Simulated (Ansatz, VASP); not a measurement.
# One calculation of BP, two programs

```
CELL_PARAMETERS angstrom
0.00000 2.26832 2.26832
2.26832 0.00000 2.26832
2.26832 2.26832 0.00000
ATOMIC_POSITIONS crystal
B 0.00000 0.00000 0.00000
P 0.25000 0.25000 0.25000
```

Alike in both runs: task single point; functional PBE-based global hybrid; k mesh 4 × 4 × 4; no spin polarisation.

```csv
,VASP,Ansatz
version,VASP 6.6.1,Ansatz 0.2.0
potentials or method,"VASP PAW PBE potentials, release 64 (B, P)",plane waves
plane-wave cutoff (eV),520,420
occupations,"gaussian, width 0.01 eV",fixed
valence electrons in the cell,8,8
```

VASP gave:

- gap on the k mesh at the Fermi level (eV): 3.84
- pressure (GPa): -3.0

Which values does Ansatz return?

gap on the k mesh at the Fermi level (eV): 3.76; pressure (GPa): -2.0.

VASP's potentials were made for PBE, not for PBE-based global hybrid. Ansatz's warnings: stress exchange threshold loose, stress scf threshold loose.

The k mesh is coarse, so the values compare programs but aren't converged.
